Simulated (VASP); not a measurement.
# SrTiO3 (Pm-3m) in VASP: a series of runs

Runs on SrTiO3. Level: r2SCAN. Tasks: relaxation of cell and atoms.

Everything below comes from runs of VASP 6.6.1. Logs are shortened: lines on timing, memory, paths and dates and some standing lists are left out, and cuts for length are marked.

## Step 1: The cell of the first run

It takes space group Pm-3m (No. 221, cubic). The conventional cell has a = 3.907 Å, b = 3.907 Å, c = 3.907 Å, α = 90.00°, β = 90.00°, γ = 90.00°. Within 3.6 Å of Sr (site symmetry m-3m) lie 12 O at 2.76 Å and 8 Ti at 3.38 Å. Within 2.6 Å of Ti (site symmetry m-3m) lie 6 O at 1.95 Å. Within 2.6 Å of O (site symmetry 4/mmm) lie 2 Ti at 1.95 Å.

## Step 2: Relaxation of cell and atoms, r2SCAN, target pressure 7 GPa, at which the enthalpy is minimised

POSCAR

```
SrTiO3
1.0
    3.9068462683      0.0000000000      0.0000000000
    0.0000000000      3.9068462683      0.0000000000
    0.0000000000      0.0000000000      3.9068462683
Sr Ti O
1 1 3
Direct
    0.5000000000      0.5000000000      0.5000000000
    0.0000000000      0.0000000000      0.0000000000
    0.5000000000      0.0000000000      0.0000000000
    0.0000000000      0.5000000000      0.0000000000
    0.0000000000      0.0000000000      0.5000000000
```

INCAR.step1

```
PREC     = Accurate       # precision mode
ENCUT    = 660            # plane-wave cutoff, eV
ISMEAR   = 0              # smearing method
SIGMA    = 0.01           # smearing width, eV
LREAL    = F              # projectors in reciprocal space
LASPH    = T              # aspherical terms in the spheres
NELM     = 120            # most SCF steps
GGA      = PE             # functional
ALGO     = Normal         # electronic algorithm
EDIFF    = 1E-5           # SCF threshold, eV
LWAVE    = T              # write WAVECAR
LCHARG   = F              # write CHGCAR
GGA_COMPAT= F            
IBRION   = 2              # ionic algorithm
ISIF     = 3              # what is computed and relaxed
EDIFFG   = -0.005         # ionic threshold
NELMIN   = 4            
NSW      = 100            # ionic steps
```

INCAR.step2

```
PREC     = Accurate       # precision mode
ENCUT    = 660            # plane-wave cutoff, eV
EDIFF    = 1E-7           # SCF threshold, eV
ISMEAR   = 0              # smearing method
SIGMA    = 0.01           # smearing width, eV
LREAL    = F              # projectors in reciprocal space
LASPH    = T              # aspherical terms in the spheres
NELM     = 120            # most SCF steps
ALGO     = Normal         # electronic algorithm
ISIF     = 3              # what is computed and relaxed
LWAVE    = F              # write WAVECAR
LCHARG   = F              # write CHGCAR
METAGGA  = R2SCAN         # meta-GGA
LMIXTAU  = T            
IBRION   = 2              # ionic algorithm
NSW      = 100            # ionic steps
EDIFFG   = -0.002         # ionic threshold
PSTRESS  = 70.0         
ISTART   = 1            
GGA_COMPAT= F            
NELMIN   = 4
```

KPOINTS

```
regular mesh
0
Gamma
  6 6 6
```

Potentials or basis: VASP PAW PBE potentials, release 64 (Sr_sv, Ti_sv, O).

Run with:

```bash
$ cat potpaw_PBE.64/Sr_sv/POTCAR potpaw_PBE.64/Ti_sv/POTCAR potpaw_PBE.64/O/POTCAR > POTCAR
$ cp INCAR.step1 INCAR
$ mpirun -np 1 vasp_std > vasp.out
$ cp INCAR.step2 INCAR
$ mpirun -np 1 vasp_std > vasp.out
```

OUTCAR:

```text
PREC = Accurate
   ENCUT = 660
   EDIFF = 1E-7
   ISMEAR = 0
   LREAL = F
   LASPH = T
   NELM = 120
   ISIF = 3
   METAGGA = R2SCAN
   IBRION = 2
   NSW = 100
   EDIFFG = -0.002
   PSTRESS = 70.0
   ISTART = 1
   NELMIN = 4

 ion  position               nearest neighbor table
   1  0.500  0.500  0.500-   3 2.76   4 2.76   5 2.76   3 2.76   4 2.76   3 2.76   5 2.76   3 2.76
                             4 2.76   5 2.76   4 2.76   5 2.76   2 3.38   2 3.38   2 3.38   2 3.38
   2  0.000  0.000  0.000-   3 1.95   4 1.95   5 1.95   5 1.95   4 1.95   3 1.95   1 3.38   1 3.38
                             1 3.38   1 3.38   1 3.38   1 3.38   1 3.38   1 3.38
   3  0.500  0.000  0.000-   2 1.95   2 1.95   1 2.76   1 2.76   1 2.76   1 2.76
   4  0.000  0.500  0.000-   2 1.95   2 1.95   1 2.76   1 2.76   1 2.76   1 2.76
   5  0.000  0.000  0.500-   2 1.95   2 1.95   1 2.76   1 2.76   1 2.76   1 2.76

  LATTYP: Found a simple cubic cell.
 ALAT       =     3.9068462683

  Lattice vectors:

 A1 = (   3.9068462683,   0.0000000000,   0.0000000000)
 A2 = (   0.0000000000,   3.9068462683,   0.0000000000)
 A3 = (   0.0000000000,   0.0000000000,   3.9068462683)

Analysis of symmetry for initial positions (statically):
=====================================================================
 Subroutine PRICEL returns:
 Original cell was already a primitive cell.

 Routine SETGRP: Setting up the symmetry group for a
 simple cubic supercell.

 Subroutine GETGRP returns: Found 48 space group operations
 (whereof 48 operations were pure point group operations)
 out of a pool of 48 trial point group operations.

The static configuration has the point symmetry O_h .

Analysis of symmetry for dynamics (positions and initial velocities):
=====================================================================
 Subroutine PRICEL returns:
 Original cell was already a primitive cell.

 Routine SETGRP: Setting up the symmetry group for a
 simple cubic supercell.

 Subroutine GETGRP returns: Found 48 space group operations
 (whereof 48 operations were pure point group operations)
 out of a pool of 48 trial point group operations.

The dynamic configuration has the point symmetry O_h .

 Subroutine INISYM returns: Found 48 space group operations
 (whereof 48 operations are pure point group operations),
 and found     1 'primitive' translations

----------------------------------------------------------------------------------------

                                     Primitive cell

  volume of cell :      59.6319

  direct lattice vectors                    reciprocal lattice vectors
[... 79 lines left out ...]
   PREC   = accura    normal or accurate (medium, high low for compatibility)
   ISTART =      1    job   : 0-new  1-cont  2-samecut
   ICHARG =      0    charge: 1-file 2-atom 10-const
   ISPIN  =      1    spin polarized calculation?
   LNONCOLLINEAR =      F non collinear calculations
   LSORBIT =      F    spin-orbit coupling
   LASPH  =      T    aspherical Exc in radial PAW
   ENCUT  =  660.0 eV  48.51 Ry    6.96 a.u.   8.18  8.18  8.18*2*pi/ulx,y,z
   NELM   =    120;   NELMIN=  4; NELMDL=  0     # of ELM steps
   EDIFF  = 0.1E-06   stopping-criterion for ELM
   LREAL  =      F    real-space projection
   EDIFFG = -.2E-02   stopping-criterion for IOM
   NSW    =    100    number of steps for IOM
   IBRION =      2    ionic relax: 0-MD 1-quasi-New 2-CG
   NFREE  =      1    steps in history (QN), initial steepest desc. (CG)
   ISIF   =      3    stress and relaxation
   ISYM   =      2    0-nonsym 1-usesym 2-fastsym
   POTIM  = 0.5000    time-step for ionic-motion
   TEBEG  =    0.0;   TEEND  =   0.0 temperature during run
   PSTRESS=   70.0 pullay stress
   NELECT =      40.0000    total number of electrons
   NUPDOWN=      -1.0000    fix difference up-down
   EMIN   =  10.00;   EMAX   =-10.00  energy-range for DOS
   EFERMI =   0.00;   METHOD = LEGACY
   ISMEAR =     0;   SIGMA  =   0.01  broadening in eV -4-tet -1-fermi 0-gaus
   EFERMI_NEDOS =   21; number of points for ismear=-14 and -15
   IALGO  =     38    algorithm
   IMIX   =      4    mixing-type and parameters
     AMIX     =   0.40;   BMIX     =  1.00
     AMIX_MAG =   1.60;   BMIX_MAG =  1.00
  volume/ion in A,a.u.               =      11.93        80.48
  Fermi-wavevector in a.u.,A,eV,Ry     =   1.433074  2.708116 27.942285  2.053700
  Thomas-Fermi vector in A             =   2.552632
   LORBIT       =      0    0 simple, 1 ext, 2 COOP (PROOUT), +10 PAW based schemes
   METAGGA = R2SCAN    functional components
   LHFCALC =     F    Hartree Fock is set to
   AEXX    =    0.0000 exact exchange contribution
   IVDW    =     0    specifies the selected vdW correction
   LEPSILON=     F    determine dielectric tensor
   LRPA    =     F    only Hartree local field effects (RPA)
 conjugate gradient relaxation of ions
 non-spin polarized calculation
 Gauss-broadening in eV      SIGMA  =   0.01
  energy-cutoff  :      660.00
  volume of cell :       59.63
 maximum number of plane-waves:      2320
 NGX is ok and might be reduce to    36
   NGX = 17   NGY = 17   NGZ = 17

--------------------------------------- Ionic step        1  -------------------------------------------

 number of electron      40.0000010 magnetization

 Free energy of the ion-electron system (eV)
  ---------------------------------------------------
  ext. energy  EPLUGINS =         0.00000000
  ---------------------------------------------------
  free energy    TOTEN  =       -63.34428404 eV

  energy without entropy =      -63.34428404  energy(sigma->0) =      -63.34428404

------------------------ aborting loop because EDIFF is reached ----------------------------------------

  FORCE on cell =-STRESS in cart. coord.  units (eV):
  Direction    XX          YY          ZZ          XY          YZ          ZX
  --------------------------------------------------------------------------------------
  -------------------------------------------------------------------------------------
  Total        0.2731686      0.2731686      0.2731686     -0.0000000      0.0000000     -0.0000000
  in kB        7.3394309      7.3394309      7.3394309     -0.0000000      0.0000000     -0.0000000
  external PRESSURE =     -62.6605691 kB  Pullay stress =      70.0000000 kB
[... 192 lines left out ...]
--------------------------------------- Ionic step        6  -------------------------------------------

 number of electron      40.0000009 magnetization

 Free energy of the ion-electron system (eV)
  ---------------------------------------------------
  ext. energy  EPLUGINS =         0.00000000
  ---------------------------------------------------
  free energy    TOTEN  =       -63.30203344 eV

  energy without entropy =      -63.30203344  energy(sigma->0) =      -63.30203344

 E-fermi :   4.1544     XC(G=0): -12.0996

 val. band max:        4.0863713448   @ k =   0.5000   0.5000   0.5000
 cond. band min:       6.4280279482   @ k =   0.0000   0.0000   0.0000
 fundamental gap:      2.3416566034
 Fermi energy:         4.1544350063

 k-point     1 :       0.0000    0.0000    0.0000
  band No.  band energies     occupation
      1     -54.4507      2.00000
      2     -29.6918      2.00000
      3     -29.6699      2.00000
      4     -29.6699      2.00000
      5     -29.6699      2.00000
      6     -14.4353      2.00000
[... 565 lines left out ...]
  energy  without entropy=      -63.3020334392  energy(sigma->0) =      -63.30203344

  enthalpy is  TOTEN    =       -60.7749019588 eV   P V=        2.5271314804

 reached required accuracy - stopping structural energy minimisation
```

OUTCAR.step1:

```text
PREC = Accurate
   ENCUT = 660
   ISMEAR = 0
   LREAL = F
   LASPH = T
   NELM = 120
   GGA = PE
   EDIFF = 1E-5
   IBRION = 2
   ISIF = 3
[... 290 lines left out ...]
 cond. band min:       5.7568257247   @ k =   0.0000   0.0000   0.0000
 fundamental gap:      1.8072057167
 Fermi energy:         4.0474909540

 k-point     1 :       0.0000    0.0000    0.0000
  band No.  band energies     occupation
      1     -52.6234      2.00000
      2     -28.9199      2.00000
      3     -28.8534      2.00000
      4     -28.8534      2.00000
      5     -28.8534      2.00000
      6     -13.3817      2.00000
[... 561 lines left out ...]
  FREE ENERGIE OF THE ION-ELECTRON SYSTEM (eV)
  ---------------------------------------------------
  free  energy   TOTEN  =       -40.1120891441 eV

  energy  without entropy=      -40.1120891441  energy(sigma->0) =      -40.11208914

 reached required accuracy - stopping structural energy minimisation
```

It took 5.9 min on 1 thread of Intel Xeon 6975P-C (Granite Rapids), shared host; peak memory 0.25 GiB.

What came out:

```yaml
Free_energy: -63.3020 eV
Relaxed_volume: 11.57 Å³/atom
Relaxed_cell: a = 3.867 Å, b = 3.867 Å, c = 3.867 Å, α = 90.00°, β = 90.00°, γ = 90.00°
Space_group_after_relaxing_to_0.05_Å: Pm-3m (No. 221)
Energy_change_on_relaxing_the_enthalpy_is_what_falls: +8.5 meV/atom
Ionic_steps: 6
Pressure_after_relaxing: 7.0 GPa
Band_gap_on_the_k_mesh: 2.34 eV, indirect (least direct gap 2.71 eV)
```

The path:
| step | energy change (eV) | largest force (eV/Å) | pressure (GPa) | volume (Å³) |
| --- | --- | --- | --- | --- |
| 1 | 0.0000 | 0.0000 | 0.73 | 59.63 |
| 2 | 0.1942 | 0.0000 | 15.98 | 55.70 |
| 3 | 0.0416 | 0.0000 | 6.94 | 57.86 |
| 4 | 0.0431 | 0.0000 | 7.08 | 57.82 |
| 5 | 0.0412 | 0.0000 | 6.91 | 57.87 |
| 6 | 0.0423 | 0.0000 | 7.01 | 57.84 |

Final structure:
```xyz
5
Lattice="3.8673 0.0000 0.0000 0.0000 3.8673 0.0000 0.0000 0.0000 3.8673" Properties=species:S:1:pos:R:3 pbc="T T T"
Sr    1.9337    1.9337    1.9337
Ti    0.0000    0.0000    0.0000
O     1.9337    0.0000    0.0000
O     0.0000    1.9337    0.0000
O     0.0000    0.0000    1.9337
```

Levels at points of the mesh, in eV from the valence-band top:
```tsv
k point	band 17	band 18	band 19	band 20	band 21	band 22	band 23	band 24
(0.00, 0.00, 0.00)	-1.26	-0.36	-0.36	-0.36	2.34	2.34	2.34	4.82
(0.50, 0.00, 0.00)	-2.44	-2.10	-0.77	-0.77	2.52	4.35	4.35	4.84
(0.50, 0.50, 0.00)	-1.77	-1.64	-1.64	-0.10	4.35	4.35	4.85	5.92
(0.50, 0.50, 0.50)	-3.88	0.00	0.00	0.00	5.09	5.09	5.09	7.76
```

Caveat: the cell is relaxed towards a set pressure, so the enthalpy falls and the energy may rise; the PAW data sets were made with another functional, which shifts forces and pressure a little. A k mesh can miss the band edges.

## Step 3: Relaxation of cell and atoms, r2SCAN, target pressure 10 GPa, at which the enthalpy is minimised

POSCAR is that of step 2.

INCAR.step1 is that of step 2.

Edit INCAR.step2 of step 2 so:

```diff
@@ -17,3 +17,3 @@
 EDIFFG   = -0.002         # ionic threshold
-PSTRESS  = 70.0         
+PSTRESS  = 100.0        
 ISTART   = 1
```

KPOINTS

```
Automatic mesh
0
Gamma
  6 6 6
```

Potentials or basis: VASP PAW PBE potentials, release 64 (Sr_sv, Ti_sv, O).

Run with:

```bash
$ cat potpaw_PBE.64/Sr_sv/POTCAR potpaw_PBE.64/Ti_sv/POTCAR potpaw_PBE.64/O/POTCAR > POTCAR
$ cp INCAR.step1 INCAR
$ mpirun -np 1 vasp_std > vasp.out
$ cp INCAR.step2 INCAR
$ mpirun -np 1 vasp_std > vasp.out
```

Wall time 6 min (1 thread of Intel Xeon 6975P-C (Granite Rapids), shared host); peak memory 0.25 GiB.

The run converged. Its results:

```yaml
Free_energy: -63.2616 eV
Relaxed_volume: 11.42 Å³/atom
Relaxed_cell: a = 3.850 Å, b = 3.850 Å, c = 3.850 Å, α = 90.00°, β = 90.00°, γ = 90.00°
Space_group_after_relaxing_to_0.05_Å: Pm-3m (No. 221)
Energy_change_on_relaxing_the_enthalpy_is_what_falls: +16.5 meV/atom
Ionic_steps: 6
Pressure_after_relaxing: 10.0 GPa
Band_gap_on_the_k_mesh: 2.37 eV, indirect (least direct gap 2.73 eV)
```

Step by step:
```
step  energy change (eV)  largest force (eV/Å)  pressure (GPa)  volume (Å³)
   1              0.0000                0.0000            0.73        59.63
   2              0.4264                0.0000           25.12        53.87
   3              0.0805                0.0000            9.87        57.11
   4              0.0836                0.0000           10.07        57.06
   5              0.0813                0.0000            9.92        57.10
   6              0.0827                0.0000           10.01        57.08
```

Final structure:
```cif
data_structure
_symmetry_space_group_name_H-M 'P 1'
_symmetry_Int_Tables_number 1
_cell_length_a 3.8503
_cell_length_b 3.8503
_cell_length_c 3.8503
_cell_angle_alpha 90.000
_cell_angle_beta 90.000
_cell_angle_gamma 90.000
_cell_volume 57.08
loop_
_atom_site_label
_atom_site_type_symbol
_atom_site_fract_x
_atom_site_fract_y
_atom_site_fract_z
_atom_site_occupancy
Sr1 Sr 0.50000 0.50000 0.50000 1
Ti1 Ti 0.00000 0.00000 0.00000 1
O1 O 0.50000 0.00000 0.00000 1
O2 O 0.00000 0.50000 0.00000 1
O3 O 0.00000 0.00000 0.50000 1
```

Levels at points of the mesh, in eV from the valence-band top:
```
           k point  band 17  band 18  band 19  band 20  band 21  band 22  band 23  band 24
(0.00, 0.00, 0.00)    -1.29    -0.36    -0.36    -0.36     2.37     2.37     2.37     4.92
(0.50, 0.00, 0.00)    -2.47    -2.14    -0.76    -0.76     2.55     4.42     4.42     4.95
(0.50, 0.50, 0.00)    -1.76    -1.65    -1.65    -0.10     4.43     4.43     4.93     6.05
(0.50, 0.50, 0.50)    -3.92     0.00     0.00     0.00     5.18     5.18     5.18     7.81
```

Caveat: the cell is relaxed towards a set pressure, so the enthalpy falls and the energy may rise; the PAW data sets were made with another functional, which shifts forces and pressure a little.

[end of part 1 of 2]
